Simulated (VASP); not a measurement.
# CdS: single point with PBE

Crystal: CdS.

```
CELL_PARAMETERS angstrom
4.13480 0.00000 0.00000
-2.06740 3.58084 0.00000
0.00000 0.00000 6.74900
ATOMIC_POSITIONS crystal
Cd 0.33333 0.66667 0.00000
Cd 0.66667 0.33333 0.50000
S 0.36126 0.72252 0.41463
S 0.66667 0.33333 0.88500
```

This cell differs from its parent crystal: atom 3 (S) moved by (+0.200, +0.200) A along y and z.

| Item | Value |
| --- | --- |
| Program | VASP 6.6.1 |
| Task | single point |
| Functional | PBE |
| Potentials or basis | VASP PAW PBE potentials, release 64 (Cd, S) |
| Cutoff | 520 eV |
| k mesh | 12 × 12 × 4 |
| Occupations | gaussian, width 0.05 eV |
| Spin | no spin polarisation |

* Pressure: 4.4 GPa
* Largest force: 2.758 eV/Å
* Band gap on the k mesh: 1.19 eV

Forces on the atoms (eV/Å):
```
Cd   0.000  0.047  0.556
Cd   0.000  2.220  0.606
S    0.000 -2.368 -1.414
S    0.000  0.101  0.251
```

Stress tensor (GPa, compression positive):
```
 2.24  0.00  0.00
 0.00 10.38  1.93
 0.00  1.93  0.67
```

Levels at points of the mesh, in eV from the valence-band top:
```
           k point  band 14  band 15  band 16  band 17  band 18  band 19  band 20  band 21  band 22  band 23
(0.00, 0.00, 0.00)    -0.86    -0.59    -0.15    -0.11     0.00     1.19     2.58     6.32     6.41     6.55
(0.50, 0.00, 0.00)    -3.65    -2.55    -1.91    -1.07    -0.91     3.48     3.66     4.84     6.53     7.40
(0.00, 0.50, 0.00)    -3.86    -2.26    -1.97    -1.37    -1.05     3.62     4.03     5.34     6.14     7.41
(0.00, 0.00, 0.50)    -2.22    -0.65    -0.44    -0.35    -0.15     2.64     2.78     5.39     6.28     6.64
(0.50, 0.00, 0.50)    -4.13    -1.63    -1.38    -1.34    -1.08     3.31     3.72     4.68     5.37     7.62
(0.00, 0.50, 0.50)    -4.14    -1.65    -1.41    -1.25    -1.07     3.14     3.65     5.08     5.33     7.86
```

Wall time 5.9 min on 1 thread of AMD EPYC 7R43 64-Core Processor (Zen 3) (shared host), peak memory 0.43 GiB.

Caveat: the cell differs from its parent crystal (atom 3 (S) moved by (+0.200, +0.200) A along y and z); the cell stands under pressure; forces of over 1 eV/Å act on the atoms, so gaps and moduli don't describe the material at rest. A k mesh can miss the band edges.
